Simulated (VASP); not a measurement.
The system is Ga4P.

```
CELL_PARAMETERS angstrom
-2.82549 2.82549 2.82549
2.82549 -2.82549 2.82549
2.82549 2.82549 -2.82549
ATOMIC_POSITIONS crystal
Ga 0.00000 0.00000 0.50000
Ga 0.50000 0.00000 0.00000
Ga 0.50000 0.50000 0.50000
Ga 0.00000 0.50000 0.00000
P 0.00000 0.00000 0.00000
```

- Program: VASP 6.6.1
- Task: relaxation of cell and atoms
- Functional: PBE
- Potentials or basis: VASP PAW PBE potentials, release 64 (Ga_d, P)
- Cutoff: 600 eV
- k mesh: 4 × 4 × 4
- Occupations: gaussian, width 0.1 eV
- Spin: no spin polarisation

At the start: pressure 9.3 GPa; volume 18.05 Å³/atom.

**Question.** Where does the relaxation end?

**Answer.** Over 3 steps the energy falls by 65.5 meV/atom and the volume is 20.58 Å³/atom (+14.1 %); space group Im-3m (No. 229, to 0.05 Å).

Step by step:
```csv
step,energy change (eV),largest force (eV/Å),pressure (GPa),volume (Å³)
1,0.0000,0.0000,9.29,90.23
2,-0.3243,0.0000,-0.79,104.60
3,-0.3275,0.0000,-0.05,102.91
```

Final structure:
```xyz
5
Lattice="-2.9522 2.9522 2.9522 2.9522 -2.9522 2.9522 2.9522 2.9522 -2.9522" Properties=species:S:1:pos:R:3 pbc="T T T"
Ga    1.4761    1.4761   -1.4761
Ga   -1.4761    1.4761    1.4761
Ga    1.4761    1.4761    1.4761
Ga    1.4761   -1.4761    1.4761
P     0.0000    0.0000    0.0000
```

Caveat: the k points lie up to 0.38 Å⁻¹ apart in the final cell.
